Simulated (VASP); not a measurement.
# Au (Fm-3m) in VASP: single point with PBEsol

Aim: the single point of Au with PBEsol.

Everything below comes from runs of VASP 6.6.1. Logs are shortened: lines on timing, memory, paths and dates and some standing lists are left out, and cuts for length are marked.

### 1 The cell of the first run

It takes space group Fm-3m (No. 225, cubic). Conventional cell: a = 4.084 Å, b = 4.084 Å, c = 4.084 Å, α = 90.00°, β = 90.00°, γ = 90.00°. Within 3.8 Å of Au (site symmetry m-3m) lie 12 Au at 2.89 Å.

### 2 Single point, PBEsol

File POSCAR:

```
Au
1.0
    0.0000000000      2.0418101338      2.0418101338
    2.0418101338      0.0000000000      2.0418101338
    2.0418101338      2.0418101338      0.0000000000
Au
1
Direct
    0.0000000000      0.0000000000      0.0000000000
```

File INCAR.step1:

```
SYSTEM = Au
PREC = Accurate ; ENCUT = 520
EDIFF = 1E-6 ; ISMEAR = -1
SIGMA = 0.08 ; LREAL = .False.
LASPH = .True. ; NELM = 60
ALGO = Normal ; ISIF = 2
LWAVE = .False. ; LCHARG = .True.
LMAXMIX = 4 ; GGA = PS
NBANDS = 12
```

File KPOINTS.step1:

```
Automatic mesh
0
Gamma
  18 18 18
  0 0 0
```

File INCAR.step2:

```
SYSTEM = Au
PREC = Accurate ; ENCUT = 520
EDIFF = 1E-6 ; ISMEAR = -5
SIGMA = 0.08 ; LREAL = .False.
LASPH = .True. ; NELM = 60
ALGO = Normal ; ISIF = 2
LWAVE = .False. ; LCHARG = .False.
LMAXMIX = 4 ; GGA = PS
LORBIT = 11 ; NBANDS = 12
NEDOS = 2001 ; ICHARG = 11
```

File KPOINTS.step2:

```
Automatic mesh
0
Gamma
  27 27 27
  0 0 0
```

Potentials or basis: VASP PAW PBE potentials, release 64 (Au).

Started as:

```
$ cat potpaw_PBE.64/Au/POTCAR > POTCAR
$ cp INCAR.step1 INCAR
$ cp KPOINTS.step1 KPOINTS
$ mpirun -np 1 vasp_std > vasp.out
$ cp INCAR.step2 INCAR
$ cp KPOINTS.step2 KPOINTS
$ mpirun -np 1 vasp_std > vasp.out
```

OUTCAR:

```text
SYSTEM = Au
   PREC = Accurate
   ENCUT = 520
   EDIFF = 1E-6
   ISMEAR = -5
   LREAL = .False.
   LASPH = .True.
   NELM = 60
   ISIF = 2
   GGA = PS
   LORBIT = 11
   ICHARG = 11

 ion  position               nearest neighbor table
   1  0.000  0.000  0.000-

  LATTYP: Found a face centered cubic cell.
 ALAT       =     4.0836202676

  Lattice vectors:

 A1 = (   0.0000000000,   2.0418101338,   2.0418101338)
 A2 = (   2.0418101338,   0.0000000000,   2.0418101338)
 A3 = (   2.0418101338,   2.0418101338,   0.0000000000)

Analysis of symmetry for initial positions (statically):
=====================================================================
 Subroutine PRICEL returns:
 Original cell was already a primitive cell.

 Routine SETGRP: Setting up the symmetry group for a
 face centered cubic supercell.

 Subroutine GETGRP returns: Found 48 space group operations
 (whereof 48 operations were pure point group operations)
 out of a pool of 48 trial point group operations.

The static configuration has the point symmetry O_h .

Analysis of symmetry for dynamics (positions and initial velocities):
=====================================================================
 Subroutine PRICEL returns:
 Original cell was already a primitive cell.

 Routine SETGRP: Setting up the symmetry group for a
 face centered cubic supercell.

 Subroutine GETGRP returns: Found 48 space group operations
 (whereof 48 operations were pure point group operations)
 out of a pool of 48 trial point group operations.

The dynamic configuration has the point symmetry O_h .

 Subroutine INISYM returns: Found 48 space group operations
 (whereof 48 operations are pure point group operations),
 and found     1 'primitive' translations

----------------------------------------------------------------------------------------

                                     Primitive cell

  volume of cell :      17.0246

  direct lattice vectors                    reciprocal lattice vectors
     0.000000000  2.041810134  2.041810134    -0.244880752  0.244880752  0.244880752
     2.041810134  0.000000000  2.041810134     0.244880752 -0.244880752  0.244880752
     2.041810134  2.041810134  0.000000000     0.244880752  0.244880752 -0.244880752

  length of vectors
[... 83 lines left out ...]
   LREAL  =      F    real-space projection
   EDIFFG = 0.1E-04   stopping-criterion for IOM
   NSW    =      0    number of steps for IOM
   IBRION =     -1    ionic relax: 0-MD 1-quasi-New 2-CG
   NFREE  =      0    steps in history (QN), initial steepest desc. (CG)
   ISIF   =      2    stress and relaxation
   ISYM   =      2    0-nonsym 1-usesym 2-fastsym
   POTIM  = 0.5000    time-step for ionic-motion
   TEBEG  =    0.0;   TEEND  =   0.0 temperature during run
   PSTRESS=    0.0 pullay stress
   NELECT =      11.0000    total number of electrons
   NUPDOWN=      -1.0000    fix difference up-down
   EMIN   =  10.00;   EMAX   =-10.00  energy-range for DOS
   EFERMI =   0.00;   METHOD = LEGACY
   ISMEAR =    -5;   SIGMA  =   0.08  broadening in eV -4-tet -1-fermi 0-gaus
   EFERMI_NEDOS =   21; number of points for ismear=-14 and -15
   IALGO  =     38    algorithm
   IMIX   =      4    mixing-type and parameters
     AMIX     =   0.40;   BMIX     =  1.00
     AMIX_MAG =   1.60;   BMIX_MAG =  1.00
  volume/ion in A,a.u.               =      17.02       114.89
  Fermi-wavevector in a.u.,A,eV,Ry     =   1.415295  2.674520 27.253293  2.003061
  Thomas-Fermi vector in A             =   2.536749
   LORBIT       =     11    0 simple, 1 ext, 2 COOP (PROOUT), +10 PAW based schemes
   GGA     = PS    functional components
   LHFCALC =     F    Hartree Fock is set to
   AEXX    =    0.0000 exact exchange contribution
   IVDW    =     0    specifies the selected vdW correction
   LEPSILON=     F    determine dielectric tensor
   LRPA    =     F    only Hartree local field effects (RPA)
 non-spin polarized calculation
 Fermi weights with tetrahedron method with Bloechl corrections
  energy-cutoff  :      520.00
  volume of cell :       17.02
 maximum number of plane-waves:       477
 NGX is ok and might be reduce to    24

 number of electron      11.0000000 magnetization

 Free energy of the ion-electron system (eV)
  ---------------------------------------------------
  ext. energy  EPLUGINS =         0.00000000
  ---------------------------------------------------
  free energy    TOTEN  =        -3.92375057 eV

  energy without entropy =       -3.92375057  energy(sigma->0) =       -3.92375057

 E-fermi :   9.3181     XC(G=0): -12.8906

 val. band max:        9.2976518313   @ k =  -0.2963   0.2222   0.0370
 cond. band min:       9.2934528167   @ k =   0.4815   0.4074   0.0741
 fundamental gap:     -0.0041990146
 Fermi energy:         9.3180983202

 k-point     1 :       0.0000    0.0000    0.0000
  band No.  band energies     occupation
      1      -0.6365      2.00000
      2       4.6110      2.00000
      3       4.6110      2.00000
      4       4.6110      2.00000
      5       6.1438      2.00000
      6       6.1438      2.00000
      7      23.7936      0.00000
      8      27.7938      0.00000
      9      27.7938      0.00000
     10      27.7938      0.00000
     11      32.6635      0.00000
     12      37.3382      0.00000
[... 331 lines left out ...]
 k-point    24 :       0.3704    0.0370    0.0000
  band No.  band energies     occupation
      1       1.9051      2.00000
      2       4.6922      2.00000
      3       4.7569      2.00000
      4       5.6008      2.00000
      5       6.9349      2.00000
      6       7.0027      2.00000
      7      16.2013      0.00000
      8      23.9373      0.00000
      9      27.0729      0.00000
     10      27.9209      0.00000
     11      32.8288      0.00000
     12      33.1248      0.00000

 [... further k-points ...]
[... 5 lines left out ...]
  --------------------------------------------------------------------------------------
  -------------------------------------------------------------------------------------
  Total       -0.0661162     -0.0661162     -0.0661162      0.0000000      0.0000000      0.0000000
  in kB       -6.2221805     -6.2221805     -6.2221805      0.0000000      0.0000000      0.0000000
  external PRESSURE =      -6.2221805 kB  Pullay stress =       0.0000000 kB

 VOLUME and BASIS-vectors are now :
 -----------------------------------------------------------------------------
  energy-cutoff  :      520.00
  volume of cell :       17.02
      direct lattice vectors                 reciprocal lattice vectors
     0.000000000  2.041810134  2.041810134    -0.244880752  0.244880752  0.244880752
     2.041810134  0.000000000  2.041810134     0.244880752 -0.244880752  0.244880752
     2.041810134  2.041810134  0.000000000     0.244880752  0.244880752 -0.244880752

 POSITION                                       TOTAL-FORCE (eV/Angst)
 -----------------------------------------------------------------------------------
      0.00000      0.00000      0.00000         0.000000     -0.000000     -0.000000
 -----------------------------------------------------------------------------------
    total drift:                               -0.000000     -0.000000     -0.000000

  FREE ENERGIE OF THE ION-ELECTRON SYSTEM (eV)
  ---------------------------------------------------
  free  energy   TOTEN  =        -3.9237505717 eV

  energy  without entropy=       -3.9237505717  energy(sigma->0) =       -3.92375057

 total charge

# of ion       s       p       d       tot
------------------------------------------
    1        0.535   0.360   8.749   9.645
```

Wall time 2.6 min (1 thread of AMD EPYC 7R13, shared host); peak memory 0.2 GiB.

What came out:

```
Valence electrons inside the program's atomic spheres : Au 9.64
```

Caveat: the PAW data sets were made with another functional, which shifts forces and pressure a little; spin-orbit coupling is left out, which moves the levels of the heavy elements; tetrahedron occupations give inexact forces and stress in metals.
